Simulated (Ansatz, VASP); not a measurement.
**Two plane-wave programs on MoS2**

File INCAR:

```
ALGO = Normal ; EDIFF = 1E-6
ENCUT = 520 ; GGA = PE
ISIF = 2 ; ISMEAR = -1
LASPH = True ; LCHARG = False
LREAL = False ; LWAVE = False
NBANDS = 35 ; NELM = 60
PREC = Accurate ; SIGMA = 0.02
```

File KPOINTS:

```
k-points
0
Gamma
  12 12 2
```

The input POSCAR:

```
MoS2
1.0
    3.1412897300      0.0000000000      0.0000000000
   -1.5706448650      2.7204367068      0.0000000000
    0.0000000000      0.0000000000     12.3115369996
Mo S
2 4
Direct
    0.3333333333      0.6666666667      0.2500000000
    0.6666666667      0.3333333333      0.7500000000
    0.6666666667      0.3333333333      0.3770595918
    0.6666666667      0.3333333333      0.1229404082
    0.3333333333      0.6666666667      0.8770595918
    0.3333333333      0.6666666667      0.6229404082
```

Input for Ansatz:

```yaml
crystal:
  lattice:
    - [3.14128973, 0.0, 0.0]
    - [-1.570644865, 2.7204367068, 0.0]
    - [0.0, 0.0, 12.3115369996]
  atoms:
    - { symbol: Mo, position: [0.3333333333, 0.6666666667, 0.25] }
    - { symbol: Mo, position: [0.6666666667, 0.3333333333, 0.75] }
    - { symbol: S, position: [0.6666666667, 0.3333333333, 0.3770595918] }
    - { symbol: S, position: [0.6666666667, 0.3333333333, 0.1229404082] }
    - { symbol: S, position: [0.3333333333, 0.6666666667, 0.8770595918] }
    - { symbol: S, position: [0.3333333333, 0.6666666667, 0.6229404082] }
kpoints:
  mp_grid: { grid: [12, 12, 2] }
  band_path:
    path:
      - [0.0, 0.0, 0.0]
      - [0.5, 0.0, 0.0]
      - [0.3333333333, 0.3333333333, 0.0]
      - [0.0, 0.0, 0.5]
      - [0.5, 0.0, 0.5]
      - [0.3333333333, 0.3333333333, 0.5]
      - [0.177083, 0.177083, 0.0]
    npoints: 1
hamiltonian:
  xc: pbe
scf:
  occupations: { method: fermi_dirac, width: 0.02 }
  n_extra_bands: 5
output:
  forces: true
  stress: true
  eigenvalues: true
```

Change from the starting cell: hydrostatic strain -1.0%.

Alike in both runs: task single point; functional PBE; k mesh 12 × 12 × 2; occupations fermi-dirac, width 0.02 eV; no spin polarisation.

|  | VASP | Ansatz |
| --- | --- | --- |
| version | VASP 6.6.1 | Ansatz 0.2.0 |
| potentials or method | VASP PAW PBE potentials, release 64 (Mo_sv, S) | plane waves, PAW |
| plane-wave cutoff (eV) | 520 | 420 |
| valence electrons in the cell | 52 | 52 |

VASP gave:

| Quantity | Value |
| --- | --- |
| gap on the k mesh at the Fermi level (eV) | 0.91 |
| pressure (GPa) | 4.6 |
| traceless stress, the component that is largest in VASP (GPa) | -0.55 |
| rms of the force components (eV/Å) | 0.053 |

Q: Which values does Ansatz return?

A: gap on the k mesh at the Fermi level (eV): 0.90; pressure (GPa): 4.8; traceless stress, the component that is largest in VASP (GPa): -0.51; rms of the force components (eV/Å): 0.060.

Atom by atom the forces differ by 0.006 eV/Å (rms over components).
